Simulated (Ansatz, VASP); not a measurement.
One calculation of Se, two programs

INCAR

```
PREC = Accurate
ENCUT = 500
EDIFF = 1E-6
ISMEAR = 0
SIGMA = 0.1
LREAL = F
LASPH = T
NELM = 200
ALGO = Normal
ISIF = 2
LWAVE = F
LCHARG = F
LDAU = T
LDAUTYPE = 2
LDAUL = 1
LDAUU = 2.3
LDAUJ = 0
LDAUPRINT = 1
GGA = PE
NBANDS = 13
GGA_COMPAT = F
```

KPOINTS

```
Automatic mesh
0
Gamma
  6 6 4
```

Contents of POSCAR:

```
Se
1.0
    1.3942694300     -4.0390027650      0.0000000000
    1.3942694300      4.0390027650      0.0000000000
    0.0000000000      0.0000000000      4.6134314000
Se
2
Direct
    0.9356553200      0.0643446800      0.2500000000
    0.0643446800      0.9356553200      0.7500000000
```

Input for Ansatz:

```yaml
crystal:
  lattice:
    - [1.39426943, -4.039002765, 0.0]
    - [1.39426943, 4.039002765, 0.0]
    - [0.0, 0.0, 4.6134314]
  atoms:
    - { symbol: Se, position: [0.93565532, 0.06434468, 0.25] }
    - { symbol: Se, position: [0.06434468, 0.93565532, 0.75] }
basis:
  ecutwfc: 420
kpoints:
  mp_grid: { grid: [6, 6, 4] }
hamiltonian:
  xc: pbe
  hubbard: { sites: [{ species: Se, l: p, u_eff: 2.3 }] }
scf:
  occupations: { method: gaussian, width: 0.1 }
output:
  forces: true
  stress: true
  eigenvalues: true
```

Alike in both runs: task single point; functional PBE; k mesh 6 × 6 × 4; occupations gaussian, width 0.1 eV; no spin polarisation; Hubbard terms Se p U = 2.3 eV.

|  | VASP | Ansatz |
| --- | --- | --- |
| version | VASP 6.6.1 | Ansatz 0.2.0 |
| potentials or method | VASP PAW PBE potentials, release 64 (Se), cutoff 500 eV | scalar-relativistic, plane waves, PAW |
| valence electrons in the cell | 12 | 32 |

VASP gave:

- gap on the k mesh at the Fermi level (eV): none
- pressure (GPa): 2.5
- traceless stress, the component that is largest in VASP (GPa): 3.86
- rms of the force components (eV/Å): 0.159

Q: What did Ansatz give for the same quantities?

A: gap on the k mesh at the Fermi level (eV): none; pressure (GPa): 1.3; traceless stress, the component that is largest in VASP (GPa): 3.70; rms of the force components (eV/Å): 0.359.

The programs project onto different local orbitals, so the same U acts differently, and such runs can settle in different states. Atom by atom the forces differ by 0.201 eV/Å (rms over components). A gap of «none» marks a metal or a gap that the smearing closes. VASP's potentials hold 12 valence electrons a cell and Ansatz's 32, so a difference there can come from the potentials and not from the codes. Ansatz's warnings: filled band counts differ across k points.

The k mesh is coarse, so the values compare programs but aren't converged.
